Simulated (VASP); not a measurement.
# MnO (Fm-3m) in VASP: single point with PBEsol

Aim: the single point of MnO with PBEsol.

Everything below comes from runs of VASP 6.6.1. Logs are shortened: lines on timing, memory, paths and dates and some standing lists are left out, and cuts for length are marked.

**1. The cell of the first run**

Symmetry: Fm-3m, No. 225, cubic system. The conventional cell has a = 4.444 Å, b = 4.444 Å, c = 4.444 Å, α = 90.00°, β = 90.00°, γ = 90.00°. Within 2.9 Å of Mn (site symmetry m-3m) lie 6 O at 2.22 Å. Within 2.9 Å of O (site symmetry m-3m) lie 6 Mn at 2.22 Å.

**2. Single point, PBEsol, collinear spin, ferromagnetic start**

Input file INCAR:

```
SYSTEM = MnO
ALGO = Normal ; EDIFF = 1E-6
ENCUT = 520 ; GGA = PS
ISIF = 2 ; ISMEAR = -1
ISPIN = 2 ; LASPH = .True.
LCHARG = .False. ; LMAXMIX = 4
LORBIT = 11 ; LREAL = .False.
LWAVE = .False. ; MAGMOM = 5 0
NBANDS = 20 ; NELM = 150
PREC = Accurate ; SIGMA = 0.05
```

Input file KPOINTS:

```
k-points
0
Gamma
  10 10 10
  0 0 0
```

Input file POSCAR:

```
MnO
1.0
    0.0000000000      2.2220003300      2.2220003300
    2.2220003300      0.0000000000      2.2220003300
    2.2220003300      2.2220003300      0.0000000000
Mn O
1 1
Direct
    0.0000000000      0.0000000000      0.0000000000
    0.5000000000      0.5000000000      0.5000000000
```

Potentials or basis: VASP PAW PBE potentials, release 64 (Mn_pv, O).

Command:

```bash
$ cat potpaw_PBE.64/Mn_pv/POTCAR potpaw_PBE.64/O/POTCAR > POTCAR
$ mpirun -np 1 vasp_std > vasp.out
```

OUTCAR:

```text
SYSTEM = MnO
   EDIFF = 1E-6
   ENCUT = 520
   GGA = PS
   ISIF = 2
   ISMEAR = -1
   ISPIN = 2
   LASPH = .True.
   LORBIT = 11
   LREAL = .False.
   NELM = 150
   PREC = Accurate

 ion  position               nearest neighbor table
   1  0.000  0.000  0.000-   2 2.22   2 2.22   2 2.22   2 2.22   2 2.22   2 2.22
   2  0.500  0.500  0.500-   1 2.22   1 2.22   1 2.22   1 2.22   1 2.22   1 2.22

  LATTYP: Found a face centered cubic cell.
 ALAT       =     4.4440006600

  Lattice vectors:

 A1 = (   0.0000000000,   2.2220003300,   2.2220003300)
 A2 = (   2.2220003300,   0.0000000000,   2.2220003300)
 A3 = (   2.2220003300,   2.2220003300,   0.0000000000)

Analysis of symmetry for initial positions (statically):
=====================================================================
 Subroutine PRICEL returns:
 Original cell was already a primitive cell.

 Routine SETGRP: Setting up the symmetry group for a
 face centered cubic supercell.

 Subroutine GETGRP returns: Found 48 space group operations
 (whereof 48 operations were pure point group operations)
 out of a pool of 48 trial point group operations.

The static configuration has the point symmetry O_h .

Analysis of symmetry for dynamics (positions and initial velocities):
=====================================================================
 Subroutine PRICEL returns:
 Original cell was already a primitive cell.

 Routine SETGRP: Setting up the symmetry group for a
 face centered cubic supercell.

 Subroutine GETGRP returns: Found 48 space group operations
 (whereof 48 operations were pure point group operations)
 out of a pool of 48 trial point group operations.

The dynamic configuration has the point symmetry O_h .

Analysis of structural, dynamic, and magnetic symmetry:
=====================================================================
 Subroutine PRICEL returns:
 Original cell was already a primitive cell.

 Routine SETGRP: Setting up the symmetry group for a
 face centered cubic supercell.

 Subroutine GETGRP returns: Found 48 space group operations
 (whereof 48 operations were pure point group operations)
 out of a pool of 48 trial point group operations.

The overall configuration has the point symmetry O_h .

 Subroutine INISYM returns: Found 48 space group operations
 (whereof 48 operations are pure point group operations),
 and found     1 'primitive' translations

----------------------------------------------------------------------------------------

                                     Primitive cell

  volume of cell :      21.9413

  direct lattice vectors                    reciprocal lattice vectors
     0.000000000  2.222000330  2.222000330    -0.225022469  0.225022469  0.225022469
     2.222000330  0.000000000  2.222000330     0.225022469 -0.225022469  0.225022469
     2.222000330  2.222000330  0.000000000     0.225022469  0.225022469 -0.225022469

  length of vectors
     3.142383002  3.142383002  3.142383002     0.389750349  0.389750349  0.389750349

  position of ions in fractional coordinates (direct lattice)
     0.000000000  0.000000000  0.000000000
     0.500000000  0.500000000  0.500000000

  ion indices of the primitive-cell ions
   primitive index   ion index
                 1           1
                 2           2

----------------------------------------------------------------------------------------

 KPOINTS: k-points

Automatic generation of k-mesh.
 Grid dimensions read from file:
 generate k-points for:   10   10   10

 Generating k-lattice:

  Cartesian coordinates                     Fractional coordinates (reciprocal lattice)
    -0.022502247  0.022502247  0.022502247     0.100000000  0.000000000  0.000000000
     0.022502247 -0.022502247  0.022502247     0.000000000  0.100000000  0.000000000
     0.022502247  0.022502247 -0.022502247     0.000000000  0.000000000  0.100000000

  Length of vectors
     0.038975035  0.038975035  0.038975035

  Shift w.r.t. Gamma in fractional coordinates (k-lattice)
     0.000000000  0.000000000  0.000000000

 Subroutine IBZKPT returns following result:
 ===========================================

 Found     47 irreducible k-points:

 Following reciprocal coordinates:
            Coordinates               Weight
  0.000000  0.000000  0.000000      1.000000
  0.100000  0.000000  0.000000      8.000000
  0.200000  0.000000  0.000000      8.000000
  0.300000  0.000000  0.000000      8.000000
  0.400000  0.000000  0.000000      8.000000
  0.500000  0.000000  0.000000      4.000000
[... 16 lines left out ...]
  0.300000  0.300000  0.000000      6.000000
  0.400000  0.300000  0.000000     24.000000
 [... further k-points ...]
   k-points           NKPTS =     47   k-points in BZ     NKDIM =     47   number of bands    NBANDS=     20
   number of dos      NEDOS =    301   number of ions     NIONS =      2
   total plane-waves  NPLWV =  13824
   dimension x,y,z NGX =    24 NGY =   24 NGZ =   24
   dimension x,y,z NGXF=    48 NGYF=   48 NGZF=   48
   ions per type =               1   1
   NGX,Y,Z   is equivalent  to a cutoff of  12.70, 12.70, 12.70 a.u.
   NGXF,Y,Z  is equivalent  to a cutoff of  25.39, 25.39, 25.39 a.u.
 SYSTEM =  MnO
   PREC   = accura    normal or accurate (medium, high low for compatibility)
   ISTART =      0    job   : 0-new  1-cont  2-samecut
   ICHARG =      2    charge: 1-file 2-atom 10-const
   ISPIN  =      2    spin polarized calculation?
   LNONCOLLINEAR =      F non collinear calculations
   LSORBIT =      F    spin-orbit coupling
   LASPH  =      T    aspherical Exc in radial PAW
   ENCUT  =  520.0 eV  38.22 Ry    6.18 a.u.   5.84  5.84  5.84*2*pi/ulx,y,z
   NELM   =    150;   NELMIN=  2; NELMDL= -5     # of ELM steps
   EDIFF  = 0.1E-05   stopping-criterion for ELM
   LREAL  =      F    real-space projection
   EDIFFG = 0.1E-04   stopping-criterion for IOM
   NSW    =      0    number of steps for IOM
   IBRION =     -1    ionic relax: 0-MD 1-quasi-New 2-CG
   NFREE  =      0    steps in history (QN), initial steepest desc. (CG)
   ISIF   =      2    stress and relaxation
   ISYM   =      2    0-nonsym 1-usesym 2-fastsym
   POTIM  = 0.5000    time-step for ionic-motion
   TEBEG  =    0.0;   TEEND  =   0.0 temperature during run
   PSTRESS=    0.0 pullay stress
   NELECT =      19.0000    total number of electrons
   NUPDOWN=      -1.0000    fix difference up-down
   EMIN   =  10.00;   EMAX   =-10.00  energy-range for DOS
   EFERMI =   0.00;   METHOD = LEGACY
   ISMEAR =    -1;   SIGMA  =   0.05  broadening in eV -4-tet -1-fermi 0-gaus
   EFERMI_NEDOS =   21; number of points for ismear=-14 and -15
   IALGO  =     38    algorithm
   IMIX   =      4    mixing-type and parameters
     AMIX     =   0.40;   BMIX     =  1.00
     AMIX_MAG =   1.60;   BMIX_MAG =  1.00
  volume/ion in A,a.u.               =      10.97        74.03
  Fermi-wavevector in a.u.,A,eV,Ry     =   1.560409  2.948746 33.128523  2.434878
  Thomas-Fermi vector in A             =   2.663626
   LORBIT       =     11    0 simple, 1 ext, 2 COOP (PROOUT), +10 PAW based schemes
   GGA     = PS    functional components
   LHFCALC =     F    Hartree Fock is set to
   AEXX    =    0.0000 exact exchange contribution
   IVDW    =     0    specifies the selected vdW correction
   LEPSILON=     F    determine dielectric tensor
   LRPA    =     F    only Hartree local field effects (RPA)
 spin polarized calculation
  energy-cutoff  :      520.00
  volume of cell :       21.94
 maximum number of plane-waves:       609
   NGX = 11   NGY = 11   NGZ = 11

 number of electron      18.9999992 magnetization       4.7585031

 Free energy of the ion-electron system (eV)
  ---------------------------------------------------
  ext. energy  EPLUGINS =         0.00000000
  ---------------------------------------------------
  free energy    TOTEN  =       -17.21891539 eV

  energy without entropy =      -17.20984383  energy(sigma->0) =      -17.21437961

 E-fermi :   7.4155     XC(G=0): -12.1103

 val. band max:        7.4049088092   @ k =  -0.2000   0.2000   0.0000
 cond. band min:       7.4222812689   @ k =  -0.3000   0.1000   0.0000
 fundamental gap:      0.0173724597
 Fermi energy:         7.4154618734

 spin component 1

 k-point     1 :       0.0000    0.0000    0.0000
  band No.  band energies     occupation
      1     -42.7802      1.00000
      2     -42.7802      1.00000
      3     -42.7802      1.00000
      4     -12.8249      1.00000
      5       3.6276      1.00000
      6       3.6276      1.00000
[... 12 lines left out ...]
     19      27.0313      0.00000
     20      27.0313      0.00000
[... 507 lines left out ...]
 k-point    24 :       0.4000    0.3000    0.0000
  band No.  band energies     occupation
      1     -42.8281      1.00000
      2     -42.8005      1.00000
      3     -42.7986      1.00000
      4     -11.9734      1.00000
      5       0.1668      1.00000
      6       2.0907      1.00000
[... 12 lines left out ...]
     19      31.9962      0.00000
     20      33.7312      0.00000

 [... further k-points ...]

 spin component 2

 k-point     1 :       0.0000    0.0000    0.0000
  band No.  band energies     occupation
      1     -38.1821      1.00000
      2     -38.1821      1.00000
      3     -38.1821      1.00000
      4     -12.3511      1.00000
      5       4.0545      1.00000
      6       4.0545      1.00000
[... 12 lines left out ...]
     19      29.2869      0.00000
     20      29.2869      0.00000
[... 507 lines left out ...]
 k-point    24 :       0.4000    0.3000    0.0000
  band No.  band energies     occupation
      1     -38.2422      1.00000
      2     -38.2072      1.00000
      3     -38.2048      1.00000
      4     -11.5232      1.00000
      5       0.9803      1.00000
      6       2.9022      1.00000
[... 12 lines left out ...]
     19      33.1103      0.00000
     20      34.8044      0.00000

 [... further k-points ...]

------------------------ aborting loop because EDIFF is reached ----------------------------------------

  FORCE on cell =-STRESS in cart. coord.  units (eV):
  Direction    XX          YY          ZZ          XY          YZ          ZX
  --------------------------------------------------------------------------------------
  -------------------------------------------------------------------------------------
  Total       -0.9148780     -0.9148780     -0.9148780      0.0000000      0.0000000      0.0000000
  in kB      -66.8053726    -66.8053726    -66.8053726      0.0000000      0.0000000      0.0000000
  external PRESSURE =     -66.8053726 kB  Pullay stress =       0.0000000 kB

 VOLUME and BASIS-vectors are now :
 -----------------------------------------------------------------------------
  energy-cutoff  :      520.00
  volume of cell :       21.94
      direct lattice vectors                 reciprocal lattice vectors
     0.000000000  2.222000330  2.222000330    -0.225022469  0.225022469  0.225022469
     2.222000330  0.000000000  2.222000330     0.225022469 -0.225022469  0.225022469
     2.222000330  2.222000330  0.000000000     0.225022469  0.225022469 -0.225022469

 POSITION                                       TOTAL-FORCE (eV/Angst)
 -----------------------------------------------------------------------------------
      0.00000      0.00000      0.00000         0.000000     -0.000000      0.000000
      2.22200      2.22200      2.22200        -0.000000      0.000000     -0.000000
 -----------------------------------------------------------------------------------
    total drift:                                0.000000     -0.000000     -0.000000

  FREE ENERGIE OF THE ION-ELECTRON SYSTEM (eV)
  ---------------------------------------------------
  free  energy   TOTEN  =       -17.2189153928 eV

  energy  without entropy=      -17.2098438273  energy(sigma->0) =      -17.21437961

 total charge

# of ion       s       p       d       tot
------------------------------------------
    1        0.206   6.180   4.973  11.360
    2        1.556   3.392   0.000   4.949
--------------------------------------------------
tot          1.762   9.573   4.973  16.308

 magnetization (x)

# of ion       s       p       d       tot
------------------------------------------
    1        0.033   0.026   4.253   4.313
    2        0.030   0.169   0.000   0.199
--------------------------------------------------
tot          0.063   0.195   4.253   4.512
```

Wall time 55 s (1 thread of Intel Xeon 8259CL, shared host); peak memory 0.17 GiB.

Results:

```yaml
Free_energy: -17.2189 eV
Pressure: -6.7 GPa
Net_moment: 4.76 μB per cell
Site_moments: Mn +4.31; O +0.20 μB
Valence_electrons_inside_the_program's_atomic_spheres: Mn 11.36; O 4.95
```

Levels at points of the mesh, in eV from the Fermi level:
Spin up:
```tsv
k point	band 8	band 9	band 10	band 11	band 12	band 13	band 14	band 15	band 16	band 17
(0.00, 0.00, 0.00)	-3.21	-3.21	-3.21	-2.69	-2.69	-0.60	13.77	16.19	16.19	16.19
(0.50, 0.00, 0.00)	-2.30	-2.30	-1.86	0.23	0.23	3.33	7.67	11.73	11.73	18.34
(0.50, 0.50, 0.00)	-4.24	-2.25	-2.02	-2.02	-1.89	4.91	7.72	10.27	13.54	13.54
```
Spin down:
| k point | band 5 | band 6 | band 7 | band 8 | band 9 | band 10 |
| --- | --- | --- | --- | --- | --- | --- |
| (0.00, 0.00, 0.00) | -3.36 | -3.36 | -3.36 | 0.69 | 0.69 | 0.69 |
| (0.50, 0.00, 0.00) | -7.43 | -4.87 | -4.87 | 1.90 | 1.94 | 1.94 |
| (0.50, 0.50, 0.00) | -6.46 | -4.35 | -4.35 | -0.91 | 1.93 | 2.14 |

Caveat: the cell stands under tension; the PAW data sets were made with another functional, which shifts forces and pressure a little; a cell with one magnetic atom can't hold antiferromagnetic order, which such compounds often take; semilocal functionals often make such compounds metallic where correlation or magnetic order opens a gap, which also shifts bond lengths.
